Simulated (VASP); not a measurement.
# Ge6Cl in VASP: a series of runs, part 2 of 2

VASP 6.6.1. Earlier steps stand in the parts before.

## 3. Single point, PBE

Contents of INCAR:

```
ALGO = Normal
DIPOL = 0.5 0.5 0.340
EDIFF = 1E-6
ENCUT = 520
GGA = PE
IDIPOL = 3
ISIF = 2
ISMEAR = 0
LASPH = T
LCHARG = F
LDIPOL = T
LREAL = F
LWAVE = F
NBANDS = 54
NELM = 60
PREC = Accurate
SIGMA = 0.1
```

Contents of KPOINTS:

```
k-points
0
Gamma
  7 5 1
```

Contents of POSCAR:

```
Ge6Cl
1.0
    4.0740542216      0.0000000000      0.0000000000
    0.0000000000      5.7615827340      0.0000000000
    0.0000000000      0.0000000000     19.5242196567
Ge Cl
6 1
Direct
    0.5000000000      0.0000000000      0.2048737450
    0.0000000000      0.2500000000      0.2048737450
    0.0000000000      0.5005156580      0.3087424243
    0.5000000000      0.7494843420      0.3087424243
    0.5000000000      0.0069199668      0.4109879830
    0.0000000000      0.2430800332      0.4109879830
    1.0000000000      0.1735866335      0.5290840545
```

Potentials or basis: VASP PAW PBE potentials, release 64 (Ge_d, Cl).

Run with:

```
$ cat potpaw_PBE.64/Ge_d/POTCAR potpaw_PBE.64/Cl/POTCAR > POTCAR
$ mpirun -np 1 vasp_std > vasp.out
```

OUTCAR:

```text
EDIFF = 1E-6
   ENCUT = 520
   GGA = PE
   ISIF = 2
   ISMEAR = 0
   LASPH = T
   LREAL = F
   NELM = 60
   PREC = Accurate

 ion  position               nearest neighbor table
   1  0.500  0.000  0.205-   4 2.49   2 2.49   2 2.49
   2  0.000  0.250  0.205-   3 2.49   1 2.49   1 2.49
   3  0.000  0.501  0.309-   6 2.49   2 2.49   4 2.49   4 2.49
   4  0.500  0.749  0.309-   5 2.49   1 2.49   3 2.49   3 2.49
   5  0.500  0.007  0.411-   6 2.45   6 2.45   4 2.49
   6  0.000  0.243  0.411-   7 2.34   5 2.45   5 2.45   3 2.49
   7  0.000  0.174  0.529-   6 2.34

  LATTYP: Found a simple orthorhombic cell.
 ALAT       =     4.0740542216
 B/A-ratio  =     1.4142135624
 C/A-ratio  =     4.7923318136

  Lattice vectors:

 A1 = (   4.0740542216,   0.0000000000,   0.0000000000)
 A2 = (   0.0000000000,   5.7615827340,   0.0000000000)
 A3 = (   0.0000000000,   0.0000000000,  19.5242196567)

Analysis of symmetry for initial positions (statically):
=====================================================================
 Subroutine PRICEL returns:
 Original cell was already a primitive cell.

 Routine SETGRP: Setting up the symmetry group for a
 simple orthorhombic supercell.

 Subroutine GETGRP returns: Found  2 space group operations
 (whereof  2 operations were pure point group operations)
 out of a pool of  8 trial point group operations.

The static configuration has the point symmetry C_1h.

Analysis of symmetry for dynamics (positions and initial velocities):
=====================================================================
 Subroutine PRICEL returns:
 Original cell was already a primitive cell.

 Routine SETGRP: Setting up the symmetry group for a
 simple orthorhombic supercell.

 Subroutine GETGRP returns: Found  2 space group operations
[... 125 lines left out ...]
   GGA     = PE    functional components
   LHFCALC =     F    Hartree Fock is set to
   AEXX    =    0.0000 exact exchange contribution
   IVDW    =     0    specifies the selected vdW correction
   LEPSILON=     F    determine dielectric tensor
   LRPA    =     F    only Hartree local field effects (RPA)
 non-spin polarized calculation
 Gauss-broadening in eV      SIGMA  =   0.10
  energy-cutoff  :      520.00
  volume of cell :      458.29
 maximum number of plane-waves:     12387
   NGX = 15   NGY = 21   NGZ = 73

 dipolmoment           0.000000      0.000000     -0.015295 electrons x Angstroem

 number of electron      90.9999935 magnetization

 dipolmoment           0.000000      0.000000      0.206449 electrons x Angstroem

 Free energy of the ion-electron system (eV)
  ---------------------------------------------------
  ext. energy  EPLUGINS =         0.00000000
  ---------------------------------------------------
  free energy    TOTEN  =       -27.02796444 eV

  energy without entropy =      -27.02099675  energy(sigma->0) =      -27.02448059

 E-fermi :  -1.8845     XC(G=0):  -4.2733

 val. band max:       -1.8899035777   @ k =   0.0000   0.0000   0.0000
 cond. band min:      -1.7848216544   @ k =   0.0000   0.0000   0.0000
 fundamental gap:      0.1050819233
 Fermi energy:        -1.8845312292

 k-point     1 :       0.0000    0.0000    0.0000
  band No.  band energies     occupation
      1     -26.6836      2.00000
      2     -26.6601      2.00000
      3     -26.6553      2.00000
      4     -26.5955      2.00000
      5     -26.5931      2.00000
      6     -26.4875      2.00000
[... 673 lines left out ...]
     53       3.0220      0.00000
     54       3.4001      0.00000

------------------------ aborting loop because EDIFF is reached ----------------------------------------

 vacuum level on the upper side and lower side of the slab       (xc-potential included)         0.644        -0.901

  FORCE on cell =-STRESS in cart. coord.  units (eV):
  Direction    XX          YY          ZZ          XY          YZ          ZX
  --------------------------------------------------------------------------------------
  -------------------------------------------------------------------------------------
  Total        2.0846251      1.5006569     -0.4594398      0.0000000     -0.0512661      0.0000000
  in kB        7.2877966      5.2462588     -1.6061901      0.0000000     -0.1792248      0.0000000
  external PRESSURE =       3.6426218 kB  Pullay stress =       0.0000000 kB

 VOLUME and BASIS-vectors are now :
 -----------------------------------------------------------------------------
  energy-cutoff  :      520.00
  volume of cell :      458.29
      direct lattice vectors                 reciprocal lattice vectors
     4.074054222  0.000000000  0.000000000     0.245455742  0.000000000  0.000000000
     0.000000000  5.761582734  0.000000000     0.000000000  0.173563419  0.000000000
     0.000000000  0.000000000 19.524219657     0.000000000  0.000000000  0.051218436

 POSITION                                       TOTAL-FORCE (eV/Angst)
 -----------------------------------------------------------------------------------
      2.03703      0.00000      4.00000         0.000000      0.149525      0.467738
      0.00000      1.44040      4.00000         0.000000      0.068798     -0.198213
      0.00000      2.88376      6.02795         0.000000      0.206838     -0.298617
      2.03703      4.31822      6.02795         0.000000     -0.012575     -0.046953
      2.03703      0.03987      8.02422         0.000000     -0.142337     -0.593823
      0.00000      1.40053      8.02422         0.000000     -0.797500      0.679446
      0.00000      1.00013     10.32995         0.000000      0.527251     -0.009578
 -----------------------------------------------------------------------------------
    total drift:                                0.000000      0.000128     -0.002268

  FREE ENERGIE OF THE ION-ELECTRON SYSTEM (eV)
  ---------------------------------------------------
  free  energy   TOTEN  =       -27.0279644410 eV

  energy  without entropy=      -27.0209967463  energy(sigma->0) =      -27.02448059

 vacuum level on the upper side and lower side of the slab         4.044         2.452
```

OSZICAR:

```text
N       E                     dE             d eps       ncg     rms          rms(c)
DAV:   1     0.922464922986E+03    0.92246E+03   -0.46217E+04  1624   0.273E+03
DAV:   2     0.134505968429E+03   -0.78796E+03   -0.77029E+03  1528   0.704E+02
DAV:   3    -0.160427072857E+02   -0.15055E+03   -0.14851E+03  1734   0.214E+02
DAV:   4    -0.271272548727E+02   -0.11085E+02   -0.10975E+02  1482   0.648E+01
[... 18 lines left out ...]
DAV:  23    -0.270279562248E+02   -0.43397E-05   -0.30343E-07   898   0.844E-03    0.706E-04
DAV:  24    -0.270279603424E+02   -0.41175E-05   -0.17253E-07   848   0.689E-03    0.417E-04
DAV:  25    -0.270279626624E+02   -0.23200E-05   -0.66694E-08   838   0.600E-03    0.311E-04
DAV:  26    -0.270279638962E+02   -0.12338E-05   -0.57113E-08   804   0.306E-03    0.199E-04
DAV:  27    -0.270279644410E+02   -0.54485E-06   -0.33540E-08   834   0.255E-03
   1 F= -.27027964E+02 E0= -.27024481E+02  d E =-.696769E-02
```

Wall time 19 min (1 thread of Intel Xeon 8259CL, shared host); peak memory 0.63 GiB.

What came out:

```yaml
Free_energy: -27.0280 eV
Largest_force: 1.048 eV/Å
Band_gap_on_the_k_mesh: zero (an odd number of electrons rules out a gap without spin polarisation)
```

Forces in eV/Å, atoms in the order of the input:
```
Ge   0.000  0.150  0.468
Ge   0.000  0.069 -0.198
Ge   0.000  0.207 -0.299
Ge   0.000 -0.013 -0.047
Ge   0.000 -0.142 -0.594
Ge   0.000 -0.797  0.679
Cl   0.000  0.527 -0.010
```

Caveat: an odd number of electrons without spin polarisation forces a metal; a magnetic or distorted state may lie lower.

## 4. Single point, PBE

Contents of INCAR:

```
SYSTEM = Ge6Cl
ALGO     = Normal         ! electronic algorithm
DIPOL    = 0.5 0.5 0.335
EDIFF    = 1E-7           ! SCF threshold, eV
ENCUT    = 520            ! plane-wave cutoff, eV
GGA      = PE             ! functional
IDIPOL   = 3            
ISIF     = 2              ! what is computed and relaxed
ISMEAR   = 0              ! smearing method
LASPH    = .TRUE.         ! aspherical terms in the spheres
LCHARG   = .FALSE.        ! write CHGCAR
LDIPOL   = .TRUE.       
LREAL    = .FALSE.        ! projectors in reciprocal space
LWAVE    = .FALSE.        ! write WAVECAR
NBANDS   = 54             ! bands
NELM     = 60             ! most SCF steps
PREC     = Accurate       ! precision mode
SIGMA    = 0.1            ! smearing width, eV
```

Contents of KPOINTS:

```
k-points
0
G
  7 5 1
  0 0 0
```

Edit POSCAR of step 3 so:

```diff
@@ -14,2 +14,2 @@
     0.0000000000      0.2430800332      0.4109879830
-    1.0000000000      0.1735866335      0.5290840545
+    1.0000000000      0.5069199668      0.4951828970
```

Run with:

```
$ cat potpaw_PBE.64/Ge_d/POTCAR potpaw_PBE.64/Cl/POTCAR > POTCAR
$ mpirun -np 1 vasp_std > vasp.out
```

Run time: 24 min. Hardware: 1 thread of Intel Xeon 8259CL, shared host; peak memory 0.62 GiB.

It converged, with:

```
Free energy            : -27.6732 eV
Largest force          : 0.535 eV/Å
Band gap on the k mesh : zero (an odd number of electrons rules out a gap without spin polarisation)
```

Forces in eV/Å, atoms in the order of the input:
```
Ge   0.000  0.414  0.164
Ge   0.000 -0.098 -0.283
Ge   0.000 -0.112 -0.447
Ge   0.000  0.158  0.322
Ge   0.000 -0.534 -0.028
Ge   0.000  0.352  0.288
Cl   0.000 -0.181 -0.016
```

Levels at points of the mesh, in eV from the Fermi level:
```
           k point  band 42  band 43  band 44  band 45  band 46  band 47  band 48  band 49  band 50  band 51
(0.00, 0.00, 0.00)    -1.99    -1.30    -0.98    -0.14    -0.07     1.14     1.33     1.81     2.35     3.18
```

Caveat: an odd number of electrons without spin polarisation forces a metal; a magnetic or distorted state may lie lower.

## 5. Single point, PBE

Contents of INCAR:

```
SYSTEM = Ge6Cl
  PREC = Accurate
  ENCUT = 520
  EDIFF = 1E-7
  ISMEAR = 0
  SIGMA = 0.1
  LREAL = .FALSE.
  LASPH = .TRUE.
  NELM = 60
  ALGO = Normal
  ISIF = 2
  LWAVE = .FALSE.
  LCHARG = .TRUE.
  LDIPOL = .TRUE.
  IDIPOL = 3
  DIPOL = 0.5 0.5 0.336
  GGA = PE
  LELF = .TRUE.
  LVHAR = .TRUE.
  LVACPOTAV = .TRUE.
  NBANDS = 54
```

Contents of KPOINTS:

```
Automatic mesh
0
G
  7 5 1
  0 0 0
```

Edit POSCAR of step 4 so:

```diff
@@ -14,2 +14,2 @@
     0.0000000000      0.2430800332      0.4109879830
-    1.0000000000      0.5069199668      0.4951828970
+    1.0000000000      0.8402533001      0.5000930919
```

Run with:

```
$ cat potpaw_PBE.64/Ge_d/POTCAR potpaw_PBE.64/Cl/POTCAR > POTCAR
$ mpirun -np 1 vasp_std > vasp.out
```

It took 21 min on 1 thread of Intel Xeon 8259CL, shared host; peak memory 0.64 GiB.

The run converged. Its results:

```yaml
Free_energy: -26.7322 eV
Largest_force: 0.473 eV/Å
Band_gap_on_the_k_mesh: zero (an odd number of electrons rules out a gap without spin polarisation)
```

Forces in eV/Å, atoms in the order of the input:
```
Ge   0.000  0.064 -0.235
Ge   0.000 -0.281  0.317
Ge   0.000  0.041  0.089
Ge   0.000  0.107 -0.310
Ge   0.000 -0.110  0.350
Ge   0.000  0.422 -0.214
Cl   0.000 -0.243  0.002
```

Levels at points of the mesh, in eV from the Fermi level:
| k point | band 42 | band 43 | band 44 | band 45 | band 46 | band 47 | band 48 | band 49 | band 50 | band 51 |
| --- | --- | --- | --- | --- | --- | --- | --- | --- | --- | --- |
| (0.00, 0.00, 0.00) | -1.86 | -1.59 | -0.76 | -0.22 | 0.03 | 0.68 | 1.52 | 1.68 | 2.31 | 2.91 |

Caveat: an odd number of electrons without spin polarisation forces a metal; a magnetic or distorted state may lie lower.

## 6. The runs side by side

| cell | gap on the mesh (eV) | largest force (eV/Å) |
| --- | --- | --- |
| as given, atomic positions A | none | 1.12 |
| as given, atomic positions B | none | 1.05 |
| as given, atomic positions C | none | 0.53 |
| as given, atomic positions D | none | 0.47 |

Alike in all rows: task single point; level PBE; potentials or basis VASP PAW PBE potentials, release 64 (Ge_d, Cl); no spin polarisation; k mesh 7 × 5 × 1; cutoff (eV) 520; smearing gaussian 0.1 eV.

Caveats: an odd number of electrons without spin polarisation forces a metal; a magnetic or distorted state may lie lower.

Total energies depend on the potentials used, so only differences within one code and one set of settings carry meaning.

The gap in the log of VASP goes by the Fermi energy; the results here count the filled bands.